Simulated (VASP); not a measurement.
# PrBe3Si (Fm-3m) in VASP: relaxation of cell and atoms with PBE

Aim: the relaxation of cell and atoms of PrBe3Si with PBE.

Program: VASP 6.6.1. These are calculated values, not measurements. Logs are shortened: lines on timing, memory, paths and dates and some standing lists are left out, and cuts for length are marked.

### 1 The cell of the first run

It takes space group Fm-3m (No. 225, cubic). Conventional cell: a = 8.013 Å, b = 8.013 Å, c = 8.013 Å, α = 90.00°, β = 90.00°, γ = 90.00°. Within 3.8 Å of Pr (site symmetry -43m) lie 12 Be at 2.85 Å and 8 Si at 3.47 Å. Be (site symmetry 4mm) has 2 Si at 1.73 to 2.28 Å within 2.3 Å. Si (site symmetry m-3m) has 6 Be at 2.28 Å within 3.0 Å. Within 2.3 Å of Si (site symmetry m-3m) lie 6 Be at 1.73 Å.

The cell was generated, and may not be a known phase.

### 2 Relaxation of cell and atoms, PBE

Contents of INCAR:

```
SYSTEM = PrBe3Si
ALGO = Normal
EDIFF = 1E-7
EDIFFG = -0.08
ENCUT = 600
GGA = PE
GGA_COMPAT = .False.
IBRION = 2
ISIF = 3
ISMEAR = 0
LASPH = .True.
LCHARG = .False.
LMAXMIX = 6
LREAL = .False.
LWAVE = .False.
NELM = 200
NELMIN = 4
NSW = 36
PREC = Accurate
SIGMA = 0.2
```

Contents of KPOINTS:

```
k-points
0
Gamma
  4 4 4
  0 0 0
```

Contents of POSCAR:

```
PrBe3Si
1.0
    0.0000000000      4.0066129200      4.0066129200
    4.0066129200      0.0000000000      4.0066129200
    4.0066129200      4.0066129200      0.0000000000
Pr Be Si
2 6 2
Direct
    0.7500000000      0.7500000000      0.7500000000
    0.2500000000      0.2500000000      0.2500000000
    0.2842977200      0.7157022800      0.7157022800
    0.7157022800      0.2842977200      0.2842977200
    0.7157022800      0.2842977200      0.7157022800
    0.2842977200      0.7157022800      0.2842977200
    0.7157022800      0.7157022800      0.2842977200
    0.2842977200      0.2842977200      0.7157022800
    0.0000000000      0.0000000000      0.0000000000
    0.5000000000      0.5000000000      0.5000000000
```

Potentials or basis: VASP PAW PBE potentials, release 64 (Pr_3, Be, Si), 4f in core.

Launch:

```
$ cat potpaw_PBE.64/Pr_3/POTCAR potpaw_PBE.64/Be/POTCAR potpaw_PBE.64/Si/POTCAR > POTCAR
$ mpirun -np 1 vasp_std > vasp.out
```

OUTCAR:

```text
SYSTEM = PrBe3Si
   EDIFF = 1E-7
   EDIFFG = -0.08
   ENCUT = 600
   GGA = PE
   IBRION = 2
   ISIF = 3
   ISMEAR = 0
   LASPH = .True.
   LREAL = .False.
   NELM = 200
   NELMIN = 4
   NSW = 36
   PREC = Accurate

 ion  position               nearest neighbor table
   1  0.750  0.750  0.750-   3 2.85   6 2.85   8 2.85   4 2.85   5 2.85   8 2.85   4 2.85   6 2.85
                             7 2.85   3 2.85   5 2.85   7 2.85  10 3.47  10 3.47  10 3.47   9 3.47
   2  0.250  0.250  0.250-   4 2.85   6 2.85   8 2.85   3 2.85   5 2.85   8 2.85   3 2.85   6 2.85
                             7 2.85   4 2.85   5 2.85   7 2.85   9 3.47  10 3.47   9 3.47  10 3.47
   3  0.284  0.716  0.716-  10 1.73   9 2.28   1 2.85   2 2.85   2 2.85   1 2.85
   4  0.716  0.284  0.284-  10 1.73   9 2.28   2 2.85   2 2.85   1 2.85   1 2.85
   5  0.716  0.284  0.716-  10 1.73   9 2.28   1 2.85   2 2.85   2 2.85   1 2.85
   6  0.284  0.716  0.284-  10 1.73   9 2.28   2 2.85   2 2.85   1 2.85   1 2.85
   7  0.716  0.716  0.284-  10 1.73   9 2.28   1 2.85   2 2.85   2 2.85   1 2.85
   8  0.284  0.284  0.716-  10 1.73   9 2.28   2 2.85   2 2.85   1 2.85   1 2.85
   9  0.000  0.000  0.000-   3 2.28   4 2.28   5 2.28   6 2.28   7 2.28   8 2.28   1 3.47   1 3.47
                             1 3.47   2 3.47   1 3.47   2 3.47   2 3.47   2 3.47
  10  0.500  0.500  0.500-   3 1.73   4 1.73   5 1.73   6 1.73   7 1.73   8 1.73   2 3.47   2 3.47
                             1 3.47   2 3.47   2 3.47   1 3.47   1 3.47   1 3.47

  LATTYP: Found a face centered cubic cell.
 ALAT       =     8.0132258400

  Lattice vectors:

 A1 = (   0.0000000000,   4.0066129200,   4.0066129200)
 A2 = (   4.0066129200,   0.0000000000,   4.0066129200)
 A3 = (   4.0066129200,   4.0066129200,   0.0000000000)

Analysis of symmetry for initial positions (statically):
=====================================================================
 Subroutine PRICEL returns:
 Original cell was already a primitive cell.

 Routine SETGRP: Setting up the symmetry group for a
 face centered cubic supercell.

 Subroutine GETGRP returns: Found 48 space group operations
 (whereof 48 operations were pure point group operations)
 out of a pool of 48 trial point group operations.

The static configuration has the point symmetry O_h .

Analysis of symmetry for dynamics (positions and initial velocities):
=====================================================================
 Subroutine PRICEL returns:
 Original cell was already a primitive cell.

 Routine SETGRP: Setting up the symmetry group for a
 face centered cubic supercell.

 Subroutine GETGRP returns: Found 48 space group operations
 (whereof 48 operations were pure point group operations)
 out of a pool of 48 trial point group operations.

The dynamic configuration has the point symmetry O_h .

 Subroutine INISYM returns: Found 48 space group operations
 (whereof 48 operations are pure point group operations),
 and found     1 'primitive' translations

----------------------------------------------------------------------------------------

                                     Primitive cell

  volume of cell :     128.6359

  direct lattice vectors                    reciprocal lattice vectors
     0.000000000  4.006612920  4.006612920    -0.124793687  0.124793687  0.124793687
     4.006612920  0.000000000  4.006612920     0.124793687 -0.124793687  0.124793687
     4.006612920  4.006612920  0.000000000     0.124793687  0.124793687 -0.124793687

  length of vectors
     5.666206331  5.666206331  5.666206331     0.216149007  0.216149007  0.216149007

  position of ions in fractional coordinates (direct lattice)
     0.750000000  0.750000000  0.750000000
     0.250000000  0.250000000  0.250000000
     0.284297720  0.715702280  0.715702280
     0.715702280  0.284297720  0.284297720
     0.715702280  0.284297720  0.715702280
     0.284297720  0.715702280  0.284297720
     0.715702280  0.715702280  0.284297720
     0.284297720  0.284297720  0.715702280
     0.000000000  0.000000000  0.000000000
     0.500000000  0.500000000  0.500000000

  ion indices of the primitive-cell ions
   primitive index   ion index
                 1           1
                 2           2
                 3           3
                 4           4
                 5           5
                 6           6
                 7           7
                 8           8
                 9           9
                10          10

----------------------------------------------------------------------------------------

 KPOINTS: k-points

Automatic generation of k-mesh.
 Grid dimensions read from file:
 generate k-points for:    4    4    4

 Generating k-lattice:

  Cartesian coordinates                     Fractional coordinates (reciprocal lattice)
    -0.031198422  0.031198422  0.031198422     0.250000000  0.000000000  0.000000000
     0.031198422 -0.031198422  0.031198422     0.000000000  0.250000000  0.000000000
     0.031198422  0.031198422 -0.031198422     0.000000000  0.000000000  0.250000000

  Length of vectors
     0.054037252  0.054037252  0.054037252

  Shift w.r.t. Gamma in fractional coordinates (k-lattice)
     0.000000000  0.000000000  0.000000000

 Subroutine IBZKPT returns following result:
 ===========================================

 Found      8 irreducible k-points:

 Following reciprocal coordinates:
            Coordinates               Weight
  0.000000  0.000000  0.000000      1.000000
  0.250000  0.000000  0.000000      8.000000
  0.500000  0.000000  0.000000      4.000000
  0.250000  0.250000  0.000000      6.000000
  0.500000  0.250000  0.000000     24.000000
 -0.250000  0.250000  0.000000     12.000000
  0.500000  0.500000  0.000000      3.000000
 -0.250000  0.500000  0.250000      6.000000
   k-points           NKPTS =      8   k-points in BZ     NKDIM =      8   number of bands    NBANDS=     27
   number of dos      NEDOS =    301   number of ions     NIONS =     10
   total plane-waves  NPLWV = 110592
   dimension x,y,z NGX =    48 NGY =   48 NGZ =   48
   dimension x,y,z NGXF=    96 NGYF=   96 NGZF=   96
   ions per type =               2   6   2
   NGX,Y,Z   is equivalent  to a cutoff of  14.08, 14.08, 14.08 a.u.
   NGXF,Y,Z  is equivalent  to a cutoff of  28.17, 28.17, 28.17 a.u.
 SYSTEM =  PrBe3Si
   PREC   = accura    normal or accurate (medium, high low for compatibility)
   ISTART =      0    job   : 0-new  1-cont  2-samecut
   ICHARG =      2    charge: 1-file 2-atom 10-const
   ISPIN  =      1    spin polarized calculation?
   LNONCOLLINEAR =      F non collinear calculations
   LSORBIT =      F    spin-orbit coupling
   LASPH  =      T    aspherical Exc in radial PAW
   ENCUT  =  600.0 eV  44.10 Ry    6.64 a.u.  11.32 11.32 11.32*2*pi/ulx,y,z
   NELM   =    200;   NELMIN=  4; NELMDL= -5     # of ELM steps
   EDIFF  = 0.1E-06   stopping-criterion for ELM
   LREAL  =      F    real-space projection
   EDIFFG = -.8E-01   stopping-criterion for IOM
   NSW    =     36    number of steps for IOM
   IBRION =      2    ionic relax: 0-MD 1-quasi-New 2-CG
   NFREE  =      1    steps in history (QN), initial steepest desc. (CG)
   ISIF   =      3    stress and relaxation
   ISYM   =      2    0-nonsym 1-usesym 2-fastsym
   POTIM  = 0.5000    time-step for ionic-motion
   TEBEG  =    0.0;   TEEND  =   0.0 temperature during run
   PSTRESS=    0.0 pullay stress
   NELECT =      42.0000    total number of electrons
   NUPDOWN=      -1.0000    fix difference up-down
   EMIN   =  10.00;   EMAX   =-10.00  energy-range for DOS
   EFERMI =   0.00;   METHOD = LEGACY
   ISMEAR =     0;   SIGMA  =   0.20  broadening in eV -4-tet -1-fermi 0-gaus
   EFERMI_NEDOS =   21; number of points for ismear=-14 and -15
   IALGO  =     38    algorithm
   IMIX   =      4    mixing-type and parameters
     AMIX     =   0.40;   BMIX     =  1.00
     AMIX_MAG =   1.60;   BMIX_MAG =  1.00
  volume/ion in A,a.u.               =      12.86        86.81
  Fermi-wavevector in a.u.,A,eV,Ry     =   1.127294  2.130277 17.290173  1.270792
  Thomas-Fermi vector in A             =   2.263980
   LORBIT       =      0    0 simple, 1 ext, 2 COOP (PROOUT), +10 PAW based schemes
   GGA     = PE    functional components
   LHFCALC =     F    Hartree Fock is set to
   AEXX    =    0.0000 exact exchange contribution
   IVDW    =     0    specifies the selected vdW correction
   LEPSILON=     F    determine dielectric tensor
   LRPA    =     F    only Hartree local field effects (RPA)
 conjugate gradient relaxation of ions
 non-spin polarized calculation
 Gauss-broadening in eV      SIGMA  =   0.20
  energy-cutoff  :      600.00
  volume of cell :      128.64
 maximum number of plane-waves:      4314
 NGX is ok and might be reduce to    48
   NGX = 23   NGY = 23   NGZ = 23

--------------------------------------- Ionic step        1  -------------------------------------------

 number of electron      42.0000000 magnetization

 Free energy of the ion-electron system (eV)
  ---------------------------------------------------
  ext. energy  EPLUGINS =         0.00000000
  ---------------------------------------------------
  free energy    TOTEN  =       -33.12995583 eV

  energy without entropy =      -33.02145061  energy(sigma->0) =      -33.07570322

------------------------ aborting loop because EDIFF is reached ----------------------------------------

  FORCE on cell =-STRESS in cart. coord.  units (eV):
  Direction    XX          YY          ZZ          XY          YZ          ZX
  --------------------------------------------------------------------------------------
  -------------------------------------------------------------------------------------
  Total       27.3748817     27.3748817     27.3748817     -0.0000000     -0.0000000      0.0000000
  in kB      340.9578364    340.9578364    340.9578364     -0.0000000     -0.0000000      0.0000000
  external PRESSURE =     340.9578364 kB  Pullay stress =       0.0000000 kB
[... 161 lines left out ...]
  energy  without entropy=      -38.7294033274  energy(sigma->0) =      -38.77275488

--------------------------------------- Ionic step        5  -------------------------------------------

 number of electron      42.0000000 magnetization

 E-fermi :   5.2148     XC(G=0):  -9.9908

 val. band max:        5.2067954071   @ k =  -0.2500   0.5000   0.2500
 cond. band min:       5.3689772892   @ k =  -0.2500   0.5000   0.2500
 fundamental gap:      0.1621818820
 Fermi energy:         5.2147538362

 k-point     1 :       0.0000    0.0000    0.0000
  band No.  band energies     occupation
      1     -30.7314      2.00000
      2     -30.7088      2.00000
      3     -12.8546      2.00000
      4     -12.8546      2.00000
      5     -12.8546      2.00000
      6     -12.7161      2.00000
[... 314 lines left out ...]
  energy  without entropy=      -38.9476891300  energy(sigma->0) =      -38.98649907

--------------------------------------- Ionic step        7  -------------------------------------------

 number of electron      41.9999999 magnetization

 Free energy of the ion-electron system (eV)
  ---------------------------------------------------
  ext. energy  EPLUGINS =         0.00000000
  ---------------------------------------------------
  free energy    TOTEN  =       -39.06097568 eV

  energy without entropy =      -38.98141078  energy(sigma->0) =      -39.02119323

 E-fermi :   5.3251     XC(G=0): -10.0628

 val. band max:        5.3094446120   @ k =  -0.2500   0.5000   0.2500
 cond. band min:       5.5278062592   @ k =  -0.2500   0.2500   0.0000
 fundamental gap:      0.2183616473
 Fermi energy:         5.3251412233

 k-point     1 :       0.0000    0.0000    0.0000
  band No.  band energies     occupation
      1     -30.5308      2.00000
      2     -30.5060      2.00000
      3     -12.6742      2.00000
      4     -12.6742      2.00000
      5     -12.6742      2.00000
      6     -12.5253      2.00000
[... 266 lines left out ...]
  FREE ENERGIE OF THE ION-ELECTRON SYSTEM (eV)
  ---------------------------------------------------
  free  energy   TOTEN  =       -39.0609756836 eV

  energy  without entropy=      -38.9814107774  energy(sigma->0) =      -39.02119323

 reached required accuracy - stopping structural energy minimisation
```

Wall time 5 min (1 thread of Intel Xeon Platinum 8488C (Sapphire Rapids), shared host); peak memory 0.36 GiB.

Results:

| Property | Result |
| --- | --- |
| Free energy | -39.0610 eV |
| Relaxed volume | 15.78 Å³/atom |
| Relaxed cell | a = 6.066 Å, b = 6.066 Å, c = 6.066 Å, α = 60.00°, β = 60.00°, γ = 60.00° |
| Space group after relaxing (to 0.1 Å) | Pm-3m (No. 221) |
| Energy gained by relaxing | 593.1 meV/atom |
| Ionic steps | 7 |
| Pressure after relaxing | 0.4 GPa |
| Largest force after relaxing | 0.041 eV/Å |
| Band gap on the k mesh | zero (bands 21 and 22 overlap by 0.20 eV) |

Forces in eV/Å, atoms in the order of the input:
```
Pr   0.000  0.000  0.000
Pr   0.000  0.000  0.000
Be   0.041  0.000  0.000
Be  -0.041  0.000  0.000
Be   0.000  0.041  0.000
Be   0.000 -0.041  0.000
Be   0.000  0.000  0.041
Be   0.000  0.000 -0.041
Si   0.000  0.000  0.000
Si   0.000  0.000  0.000
```

Step by step:
```tsv
step	energy change (eV)	largest force (eV/Å)	pressure (GPa)	volume (Å³)
1	0.0000	5.4874	34.10	128.64
2	-5.0711	0.0401	-8.55	186.63
3	-5.6874	0.6186	-2.63	166.51
4	-5.6862	0.6591	-2.27	165.69
5	-5.8368	0.4803	-0.61	160.77
6	-5.8954	0.2450	1.64	155.43
7	-5.9310	0.0408	0.40	157.82
```

Final structure:
```xyz
10
Lattice="0.0000 4.2892 4.2892 4.2892 0.0000 4.2892 4.2892 4.2892 0.0000" Properties=species:S:1:pos:R:3 pbc="T T T"
Pr    6.4338    6.4338    6.4338
Pr    2.1446    2.1446    2.1446
Be    6.4284    4.2892    4.2892
Be    2.1500    4.2892    4.2892
Be    4.2892    6.4284    4.2892
Be    4.2892    2.1500    4.2892
Be    4.2892    4.2892    6.4284
Be    4.2892    4.2892    2.1500
Si    4.2892    4.2892    8.5784
Si    4.2892    4.2892    4.2892
```

Caveat: the volume moved by over 15 % at a fixed basis, so the end points are rough; spin-orbit coupling is left out, which moves the levels of the heavy elements; the 4f electrons are frozen in the core, so they carry no moment and show no levels; the relaxation stopped at a loose force limit of 0.08 eV/Å, so its end isn't a converged minimum. Spin polarisation is off, so any magnetic state and its effect on volume and gap are missing.

The gap in the log of VASP goes by the Fermi energy; the results here count the filled bands.